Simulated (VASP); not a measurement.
Ga2O, 6 atoms in the cell. The structure is tetragonal, space group I4/mcm (No. 140). The conventional cell has a = 5.467 Å, b = 5.467 Å, c = 5.984 Å, α = 90.00°, β = 90.00°, γ = 90.00°. Within 3.3 Å of Ga (site symmetry m2m) lie 4 O at 2.49 Å and 7 Ga at 2.82 to 3.14 Å. O (site symmetry 422) has 8 Ga at 2.49 Å and 2 O at 2.99 Å within 3.3 Å. The cell was built from a structure type or drawn by symmetry, and may not be a known phase.

| Property | Result |
| --- | --- |
| Program | VASP 6.6.1 |
| Task | single point |
| Functional | PBE |
| Potentials or basis | VASP PAW PBE potentials, release 64 (Ga_d, O) |
| Cutoff | 520 eV |
| k mesh | 4 × 4 × 4 |
| Occupations | gaussian, width 0.1 eV |
| Spin | collinear spin, ferromagnetic start |
| Starting moments | [0.0, 0.0, 0.0, 0.0, 1.0, 1.0] μB |
| Dipole correction | no |
| Further INCAR settings | ALGO = Normal; EDIFF = 1e-06; NBANDS = 45 |

Potentials or basis: VASP PAW PBE potentials, release 64 (Ga_d, O).

Launch:

```sh
$ cat potpaw_PBE.64/Ga_d/POTCAR potpaw_PBE.64/O/POTCAR > POTCAR
$ mpirun -np 1 vasp_std > vasp.out
```

Hardware: 1 thread of Intel(R) Xeon(R) 6975P-C (Granite Rapids) (shared host).

**Question.** How long does it take, and how much memory?

**Answer.** It took 51 s on 1 thread of Intel(R) Xeon(R) 6975P-C (Granite Rapids) (shared host), peak memory 0.27 GiB. Counts: scf iterations 15, k points 13.
